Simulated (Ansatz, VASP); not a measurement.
# One calculation of SrO, two programs

```
Sr O
1.0
     3.05198    0.00000    0.00000
     0.00000    3.05198    0.00000
     0.00000    0.00000    3.10336
Sr O
1 1
Cartesian
  0.0000 0.0000 0.0000
  1.5260 1.5260 1.5517
```

Change from the starting cell: epitaxial_xy strain -1.6%.

Alike in both runs: task single point; functional r2SCAN; k mesh 8 × 8 × 8; no spin polarisation.

|  | VASP | Ansatz |
| --- | --- | --- |
| version | VASP 6.6.1 | Ansatz 0.2.0 |
| potentials or method | VASP PAW PBE potentials, release 64 (Sr_sv, O) | plane waves, PAW |
| plane-wave cutoff (eV) | 520 | 500 |
| occupations | gaussian, width 0.01 eV | fixed |
| valence electrons in the cell | 16 | 16 |

Ansatz gave:

- gap on the k mesh at the Fermi level (eV): 3.26
- pressure (GPa): 3.6
- traceless stress, the component that is largest in VASP (GPa): -3.61

Problem. Estimate VASP's values.

Solution. gap on the k mesh at the Fermi level (eV): 3.20; pressure (GPa): 4.5; traceless stress, the component that is largest in VASP (GPa): -3.63.

VASP's potentials were made for PBE, not for r2SCAN.
